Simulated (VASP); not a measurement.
Set up this calculation in VASP 6.6.1, as the native input.

- Task: single point
- Functional: LDA
- Potentials or basis: VASP PAW LDA potentials, release 64 (Pt)
- Cutoff: 520 eV
- k mesh: 21 × 21 × 10
- Occupations: gaussian, width 0.15 eV
- Spin: no spin polarisation
- Dipole correction: no
- Further INCAR settings: ALGO = Fast; EDIFF = 1e-06; NBANDS = 17

The structure of Pt lies in POSCAR:

```
Pt
1.0
    2.6226323350      0.0000000000      0.0000000000
   -1.3113161675      2.2712662269      0.0000000000
    0.0000000000      0.0000000000      5.0317407000
Pt
2
Direct
    0.6666666667      0.3333333333      0.7500000000
    0.3333333333      0.6666666667      0.2500000000
```

This cell differs from its parent crystal: strain -0.050 along x and y, +0.050 along z.

These files were run (other wordings do the same):

INCAR

```
SYSTEM = Pt
ALGO     = Fast           ! electronic algorithm
EDIFF    = 1E-6           ! SCF threshold, eV
ENCUT    = 520            ! plane-wave cutoff, eV
ISIF     = 2              ! what is computed and relaxed
ISMEAR   = 0              ! smearing method
LASPH    = .TRUE.         ! aspherical terms in the spheres
LCHARG   = .FALSE.        ! write CHGCAR
LREAL    = .FALSE.        ! projectors in reciprocal space
LWAVE    = .FALSE.        ! write WAVECAR
NBANDS   = 17             ! bands
NELM     = 60             ! most SCF steps
PREC     = Accurate       ! precision mode
SIGMA    = 0.15           ! smearing width, eV
```

KPOINTS

```
k-points
0
G
  21 21 10
  0 0 0
```

Potentials or basis: VASP PAW LDA potentials, release 64 (Pt).

Run with:

```sh
$ cat potpaw_LDA.64/Pt/POTCAR > POTCAR
$ mpirun -np 1 vasp_std > vasp.out
```

It gave:

```yaml
Pressure: 5.5 GPa
Band_gap_on_the_k_mesh: zero (band 10 reaches 12.14 eV, above the bottom of band 11 at 10.47 eV)
```

Caveat: the cell differs from its parent crystal (strain -0.050 along x and y, +0.050 along z); spin-orbit coupling is left out, which moves the levels of the heavy elements.

Wall time 98 s on 1 thread of Intel(R) Xeon(R) Platinum 8488C (Sapphire Rapids), on a shared host, peak memory 0.22 GiB.
